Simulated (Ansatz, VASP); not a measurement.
## Ag: VASP beside Ansatz

```xyz
1
Lattice="0.0000 2.0696 2.0696 2.0696 0.0000 2.0696 2.0696 2.0696 0.0000" Properties=species:S:1:pos:R:3 pbc="T T T"
Ag    0.0000    0.0000    0.0000
```

Alike in both runs: task single point; functional HSE06; k mesh 6 × 6 × 6; occupations fermi-dirac, width 0.05 eV; no spin polarisation.

```csv
,VASP,Ansatz
version,VASP 6.6.1,Ansatz 0.2.0
potentials or method,"VASP PAW PBE potentials, release 64 (Ag)",Ansatz PAW
plane-wave cutoff (eV),520,420
valence electrons in the cell,11,19
```

Ansatz gave:

| Property | Result |
| --- | --- |
| gap on the k mesh at the Fermi level (eV) | none |
| pressure (GPa) | 1.1 |

**Question.** Which values does VASP return?

**Answer.** gap on the k mesh at the Fermi level (eV): none; pressure (GPa): 1.2.

A gap of «none» marks a metal or a gap that the smearing closes. With one functional, cell and mesh, what is left measures potentials, basis and numerics. VASP's potentials hold 11 valence electrons a cell and Ansatz's 19, so a difference there can come from the potentials and not from the codes.

The k mesh is coarse, so the values compare programs but aren't converged.
